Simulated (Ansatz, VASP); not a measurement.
## One calculation of Ti, two programs

The input INCAR:

```
ALGO     = Normal         # electronic algorithm
EDIFF    = 1E-7           # SCF threshold, eV
EDIFFG   = -0.005         # ionic threshold
ENCUT    = 600            # plane-wave cutoff, eV
GGA      = PE             # functional
IBRION   = 2              # ionic algorithm
ISIF     = 3              # what is computed and relaxed
ISMEAR   = 0              # smearing method
LASPH    = True           # aspherical terms in the spheres
LCHARG   = False          # write CHGCAR
LREAL    = False          # projectors in reciprocal space
LWAVE    = False          # write WAVECAR
NELM     = 80             # most SCF steps
NSW      = 100            # ionic steps
PREC     = Accurate       # precision mode
SIGMA    = 0.1            # smearing width, eV
```

File KPOINTS:

```
k-points
0
Gamma
  18 18 18
```

File POSCAR:

```
Ti
1.0
   -1.6327237473      1.6327237473      1.6327237473
    1.6327237473     -1.6327237473      1.6327237473
    1.6327237473      1.6327237473     -1.6327237473
Ti
1
Direct
    0.0000000000      0.0000000000      0.0000000000
```

Input for Ansatz:

```yaml
crystal:
  lattice:
    - [-1.6327237473, 1.6327237473, 1.6327237473]
    - [1.6327237473, -1.6327237473, 1.6327237473]
    - [1.6327237473, 1.6327237473, -1.6327237473]
  atoms:
    - { symbol: Ti, position: [0.0, 0.0, 0.0] }
basis:
  ecutwfc: 420
kpoints:
  mp_grid: { grid: [18, 18, 18] }
hamiltonian:
  xc: pbe
scf:
  occupations: { method: gaussian, width: 0.1 }
output:
  forces: true
  stress: true
  eigenvalues: true
  write_density: true
  write_potential: true
  elf: true
  volumetric_format: npy
relax:
  adjacent_minimum: "off"
  f_tol: 0.005
  max_steps: 80
  cell: { stress_tol: 0.05 }
```

Alike in both runs: task relaxation of cell and atoms; functional PBE; k mesh 18 × 18 × 18; occupations gaussian, width 0.1 eV; no spin polarisation.

|  | VASP | Ansatz |
| --- | --- | --- |
| version | VASP 6.6.1 | Ansatz 0.2.0 |
| potentials or method | VASP PAW PBE potentials, release 64 (Ti_sv), cutoff 600 eV | scalar-relativistic, plane waves, PAW |
| valence electrons in the cell | 12 | 12 |

```tsv
	VASP	Ansatz	Ansatz less VASP
gap on the k mesh at the Fermi level, each at its own relaxed structure (eV)	none	none	-
relaxed volume (Å³/atom)	17.21	17.25	+0.043
relaxed cell length with the largest relative difference (Å)	2.817	2.819	+0.0024
```

A gap of «none» marks a metal or a gap that the smearing closes.
